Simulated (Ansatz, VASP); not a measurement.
Te2Mo: VASP beside Ansatz

INCAR

```
SYSTEM = Te2Mo
PREC = Accurate
ENCUT = 520
EDIFF = 1E-6
ISMEAR = 0
SIGMA = 0.05
LREAL = .False.
LASPH = .True.
NELM = 80
ALGO = Normal
ISIF = 2
LWAVE = .False.
LCHARG = .False.
NBANDS = 20
```

KPOINTS

```
regular mesh
0
Gamma
  12 12 2
  0 0 0
```

POSCAR

```
Te2Mo
1.0
    3.5602328140      0.0000000000      0.0000000000
   -1.7801164070      3.0832520603      0.0000000000
    0.0000000000      0.0000000000     17.5240578200
Te Mo
2 1
Direct
    0.3333333333      0.6666666667      0.8978554500
    0.3333333333      0.6666666667      0.1021445500
    0.0000000000      0.0000000000     -0.0057064409
```

Input for Ansatz:

```yaml
crystal:
  lattice:
    - [3.560232814, 0.0, 0.0]
    - [-1.780116407, 3.0832520603, 0.0]
    - [0.0, 0.0, 17.52405782]
  atoms:
    - { symbol: Te, position: [0.3333333333, 0.6666666667, 0.89785545] }
    - { symbol: Te, position: [0.3333333333, 0.6666666667, 0.10214455] }
    - { symbol: Mo, position: [0.0, 0.0, -0.0057064409] }
basis:
  ecutwfc: 420
kpoints:
  mp_grid: { grid: [12, 12, 2] }
hamiltonian:
  xc: lda
scf:
  occupations: { method: gaussian, width: 0.05 }
output:
  forces: true
  stress: true
  eigenvalues: true
```

Change from the starting cell: all Mo atoms moved -0.100 Å, as atom 3 along Cartesian [0 0 1].

Alike in both runs: task single point; functional LDA; k mesh 12 × 12 × 2; occupations gaussian, width 0.05 eV; no spin polarisation.

```csv
,VASP,Ansatz
version,VASP 6.6.1,Ansatz 0.2.0
potentials or method,"VASP PAW LDA potentials, release 64 (Te, Mo_sv), cutoff 520 eV","scalar-relativistic, plane waves, PAW"
valence electrons in the cell,26,46
```

```csv
,VASP,Ansatz,Ansatz less VASP
gap on the k mesh at the Fermi level (eV),1.05,1.05,0.000
least direct gap on the mesh (eV),1.05,1.05,0.000
rms of the force components (eV/Å),0.857,0.851,-0.0053
```

LDA's correlation is that of Perdew and Zunger in VASP and of Perdew and Wang (1992) in Ansatz. Atom by atom the forces differ by 0.027 eV/Å (rms over components). VASP's potentials hold 26 valence electrons a cell and Ansatz's 46, so a difference there can come from the potentials and not from the codes.

Neither program's run includes spin-orbit coupling.
